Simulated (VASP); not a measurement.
# Rh (P6_3/mmc) in VASP: a series of runs

Rh is run at these levels: r2SCAN; tasks: single point.

Program: VASP 6.6.1. These are calculated values, not measurements. Logs are shortened: lines on timing, memory, paths and dates and some standing lists are left out, and cuts for length are marked.

### 1 The cell of the first run

It takes space group P6_3/mmc (No. 194, hexagonal). The conventional cell has a = 2.767 Å, b = 2.767 Å, c = 4.487 Å, α = 90.00°, β = 90.00°, γ = 120.00°. Rh (site symmetry -6m2) has 12 Rh at 2.75 to 2.77 Å within 3.6 Å.

### 2 Single point, r2SCAN

The input, POSCAR:

```
Rh
1.0
    2.7669170982      0.0000000000      0.0000000000
   -1.3834585491      2.3962204973      0.0000000000
    0.0000000000      0.0000000000      4.4867652751
Rh
2
Direct
    0.3333333333      0.6666666667      0.2500000000
    0.6666666667      0.3333333333      0.7500000000
```

The input, INCAR.step1:

```
PREC = Accurate ; ENCUT = 520
ISMEAR = -1 ; SIGMA = 0.05
LREAL = False ; LASPH = True
NELM = 80 ; NBANDS = 22
GGA = PE ; ALGO = Normal
EDIFF = 1E-4 ; LWAVE = True
LCHARG = False
```

The input, INCAR.step2:

```
PREC = Accurate ; ENCUT = 520
EDIFF = 1E-6 ; ISMEAR = -1
SIGMA = 0.05 ; LREAL = False
LASPH = True ; NELM = 80
ALGO = Normal ; ISIF = 2
LWAVE = False ; LCHARG = True
METAGGA = R2SCAN ; LMIXTAU = True
LELF = True ; LVHAR = True
NBANDS = 22 ; ISTART = 1
```

The input, KPOINTS:

```
Automatic mesh
0
Gamma
  11 11 6
```

Potentials or basis: VASP PAW PBE potentials, release 64 (Rh_pv).

Run with:

```bash
> cat potpaw_PBE.64/Rh_pv/POTCAR > POTCAR
> cp INCAR.step1 INCAR
> mpirun -np 1 vasp_std > vasp.out
> cp INCAR.step2 INCAR
> mpirun -np 1 vasp_std > vasp.out
```

OUTCAR:

```text
PREC = Accurate
   ENCUT = 520
   EDIFF = 1E-6
   ISMEAR = -1
   LREAL = False
   LASPH = True
   NELM = 80
   ISIF = 2
   METAGGA = R2SCAN
   ISTART = 1

 ion  position               nearest neighbor table
   1  0.333  0.667  0.250-   2 2.75   2 2.75   2 2.75   2 2.75   2 2.75   2 2.75
   2  0.667  0.333  0.750-   1 2.75   1 2.75   1 2.75   1 2.75   1 2.75   1 2.75

  LATTYP: Found a hexagonal cell.
 ALAT       =     2.7669170982
 C/A-ratio  =     1.6215756077

  Lattice vectors:

 A1 = (   2.7669170982,   0.0000000000,   0.0000000000)
 A2 = (  -1.3834585491,   2.3962204973,   0.0000000000)
 A3 = (   0.0000000000,   0.0000000000,   4.4867652751)

Analysis of symmetry for initial positions (statically):
=====================================================================
 Subroutine PRICEL returns:
 Original cell was already a primitive cell.

 Routine SETGRP: Setting up the symmetry group for a
 hexagonal supercell.

 Subroutine GETGRP returns: Found 24 space group operations
 (whereof 12 operations were pure point group operations)
 out of a pool of 24 trial point group operations.

The static configuration has the point symmetry D_3d.
 The point group associated with its full space group is D_6h.

Analysis of symmetry for dynamics (positions and initial velocities):
=====================================================================
 Subroutine PRICEL returns:
 Original cell was already a primitive cell.

 Routine SETGRP: Setting up the symmetry group for a
 hexagonal supercell.

 Subroutine GETGRP returns: Found 24 space group operations
 (whereof 12 operations were pure point group operations)
 out of a pool of 24 trial point group operations.

The dynamic configuration has the point symmetry D_3d.
 The point group associated with its full space group is D_6h.

 Subroutine INISYM returns: Found 24 space group operations
 (whereof 12 operations are pure point group operations),
 and found     1 'primitive' translations

----------------------------------------------------------------------------------------

                                     Primitive cell
[... 75 lines left out ...]
   total plane-waves  NPLWV =  20736
   dimension x,y,z NGX =    24 NGY =   24 NGZ =   36
   dimension x,y,z NGXF=    48 NGYF=   48 NGZF=   72
   ions per type =               2
   NGX,Y,Z   is equivalent  to a cutoff of  14.42, 14.42, 13.34 a.u.
   NGXF,Y,Z  is equivalent  to a cutoff of  28.84, 28.84, 26.68 a.u.
 SYSTEM =  unknown system
   PREC   = accura    normal or accurate (medium, high low for compatibility)
   ISTART =      1    job   : 0-new  1-cont  2-samecut
   ICHARG =      0    charge: 1-file 2-atom 10-const
   ISPIN  =      1    spin polarized calculation?
   LNONCOLLINEAR =      F non collinear calculations
   LSORBIT =      F    spin-orbit coupling
   LASPH  =      T    aspherical Exc in radial PAW
   ENCUT  =  520.0 eV  38.22 Ry    6.18 a.u.   5.14  5.14  8.34*2*pi/ulx,y,z
   NELM   =     80;   NELMIN=  2; NELMDL=  0     # of ELM steps
   EDIFF  = 0.1E-05   stopping-criterion for ELM
   LREAL  =      F    real-space projection
   EDIFFG = 0.1E-04   stopping-criterion for IOM
   NSW    =      0    number of steps for IOM
   IBRION =     -1    ionic relax: 0-MD 1-quasi-New 2-CG
   NFREE  =      0    steps in history (QN), initial steepest desc. (CG)
   ISIF   =      2    stress and relaxation
   ISYM   =      2    0-nonsym 1-usesym 2-fastsym
   POTIM  = 0.5000    time-step for ionic-motion
   TEBEG  =    0.0;   TEEND  =   0.0 temperature during run
   PSTRESS=    0.0 pullay stress
   NELECT =      30.0000    total number of electrons
   NUPDOWN=      -1.0000    fix difference up-down
   EMIN   =  10.00;   EMAX   =-10.00  energy-range for DOS
   EFERMI =   0.00;   METHOD = LEGACY
   ISMEAR =    -1;   SIGMA  =   0.05  broadening in eV -4-tet -1-fermi 0-gaus
   EFERMI_NEDOS =   21; number of points for ismear=-14 and -15
   IALGO  =     38    algorithm
   IMIX   =      4    mixing-type and parameters
     AMIX     =   0.40;   BMIX     =  1.00
     AMIX_MAG =   1.60;   BMIX_MAG =  1.00
  volume/ion in A,a.u.               =      14.87       100.37
  Fermi-wavevector in a.u.,A,eV,Ry     =   1.641710  3.102382 36.670590  2.695212
  Thomas-Fermi vector in A             =   2.732135
   LORBIT       =      0    0 simple, 1 ext, 2 COOP (PROOUT), +10 PAW based schemes
   METAGGA = R2SCAN    functional components
   LHFCALC =     F    Hartree Fock is set to
   AEXX    =    0.0000 exact exchange contribution
   IVDW    =     0    specifies the selected vdW correction
   LEPSILON=     F    determine dielectric tensor
   LRPA    =     F    only Hartree local field effects (RPA)
 non-spin polarized calculation
  energy-cutoff  :      520.00
  volume of cell :       29.75
 maximum number of plane-waves:       815
 NGX is ok and might be reduce to    24
   NGX = 11   NGY = 11   NGZ = 17

 number of electron      30.0000002 magnetization

 Free energy of the ion-electron system (eV)
  ---------------------------------------------------
  ext. energy  EPLUGINS =         0.00000000
  ---------------------------------------------------
  free energy    TOTEN  =       -48.07206411 eV

  energy without entropy =      -48.04101810  energy(sigma->0) =      -48.05654111

 E-fermi :  10.4242     XC(G=0): -14.6240

 val. band max:       10.4183599440   @ k =   0.1818  -0.0000   0.3333
 cond. band min:      10.4265234917   @ k =   0.3636   0.0000   0.0000
 fundamental gap:      0.0081635477
 Fermi energy:        10.4242285202

 k-point     1 :       0.0000    0.0000    0.0000
  band No.  band energies     occupation
      1     -37.8992      2.00000
      2     -37.3657      2.00000
      3     -37.3657      2.00000
      4     -37.2899      2.00000
      5     -37.2780      2.00000
      6     -37.2780      2.00000
[... 589 lines left out ...]
     21      26.6486      0.00000
     22      27.8670      0.00000

 [... further k-points ...]
[... 5 lines left out ...]
  --------------------------------------------------------------------------------------
  -------------------------------------------------------------------------------------
  Total       -3.0320765     -3.0320765     -3.3303325      0.0000000      0.0000000      0.0000000
  in kB     -163.3031098   -163.3031098   -179.3667371      0.0000000      0.0000000      0.0000000
  external PRESSURE =    -168.6576522 kB  Pullay stress =       0.0000000 kB

 VOLUME and BASIS-vectors are now :
 -----------------------------------------------------------------------------
  energy-cutoff  :      520.00
  volume of cell :       29.75
      direct lattice vectors                 reciprocal lattice vectors
     2.766917098  0.000000000  0.000000000     0.361413069  0.208661933  0.000000000
    -1.383458549  2.396220497  0.000000000     0.000000000  0.417323865  0.000000000
     0.000000000  0.000000000  4.486765275     0.000000000  0.000000000  0.222877717

 POSITION                                       TOTAL-FORCE (eV/Angst)
 -----------------------------------------------------------------------------------
     -0.00000      1.59748      1.12169        -0.000000      0.000000      0.000000
      1.38346      0.79874      3.36507         0.000000      0.000000      0.000000
 -----------------------------------------------------------------------------------
    total drift:                               -0.000000      0.000000     -0.000000

  FREE ENERGIE OF THE ION-ELECTRON SYSTEM (eV)
  ---------------------------------------------------
  free  energy   TOTEN  =       -48.0720641115 eV

  energy  without entropy=      -48.0410181002  energy(sigma->0) =      -48.05654111
```

It took 1.9 min on 1 thread of AMD EPYC 7R13 (Zen 3), shared host; peak memory 0.15 GiB.

Results:

- Free energy: -48.0721 eV
- Pressure: -16.9 GPa
- Band gap on the k mesh: zero (band 15 reaches 10.98 eV, above the bottom of band 16 at 8.84 eV)

Caveat: the PAW data sets were made with another functional, which shifts forces and pressure a little.

### 3 Single point, r2SCAN

This run uses another cell than the first one, of 15.16 Å³/atom, 1.019 times its volume.

The input, POSCAR:

```
Rh
1.0
    2.7845412492      0.0000000000      0.0000000000
   -1.3922706246      2.4114834597      0.0000000000
    0.0000000000      0.0000000000      4.5153441684
Rh
2
Direct
    0.3333333333      0.6666666667      0.2500000000
    0.6666666667      0.3333333333      0.7500000000
```

The input, INCAR.step1:

```
SYSTEM = Rh
ALGO = Normal
EDIFF = 1E-4
ENCUT = 520
GGA = PE
ISMEAR = -1
LASPH = .True.
LCHARG = .False.
LREAL = .False.
LWAVE = .True.
NBANDS = 22
NELM = 60
PREC = Accurate
SIGMA = 0.05
```

The input, INCAR.step2:

```
SYSTEM = Rh
ALGO = Normal
EDIFF = 1E-6
ENCUT = 520
ISIF = 2
ISMEAR = -1
ISTART = 1
LASPH = .True.
LCHARG = .True.
LELF = .True.
LMIXTAU = .True.
LREAL = .False.
LVHAR = .True.
LWAVE = .False.
METAGGA = R2SCAN
NBANDS = 22
NELM = 60
PREC = Accurate
SIGMA = 0.05
```

The input, KPOINTS:

```
k-points
0
Gamma
  11 11 6
  0 0 0
```

Potentials or basis: VASP PAW PBE potentials, release 64 (Rh_pv).

Run with:

```bash
> cat potpaw_PBE.64/Rh_pv/POTCAR > POTCAR
> cp INCAR.step1 INCAR
> mpirun -np 1 vasp_std > vasp.out
> cp INCAR.step2 INCAR
> mpirun -np 1 vasp_std > vasp.out
```

It took 1.9 min on 1 thread of AMD EPYC 7R13 (Zen 3), shared host; peak memory 0.15 GiB.

The run converged. Its results:

```
Free energy            : -48.0061 eV
Pressure               : -20.2 GPa
Band gap on the k mesh : zero (band 15 reaches 10.63 eV, above the bottom of band 16 at 8.57 eV)
```

Stress tensor (GPa, compression positive):
```
-19.66   0.00   0.00
  0.00 -19.66   0.00
  0.00   0.00 -21.33
```

Levels at points of the mesh, in eV from the Fermi level:
| k point | band 12 | band 13 | band 14 | band 15 | band 16 | band 17 | band 18 | band 19 |
| --- | --- | --- | --- | --- | --- | --- | --- | --- |
| (0.00, 0.00, 0.00) | -2.23 | -2.23 | -1.69 | -1.69 | 0.13 | 0.13 | 1.00 | 8.09 |
| (0.00, 0.00, 0.50) | -2.78 | -2.78 | -2.78 | -0.39 | -0.39 | -0.39 | -0.39 | 14.98 |

Caveat: the PAW data sets were made with another functional, which shifts forces and pressure a little.
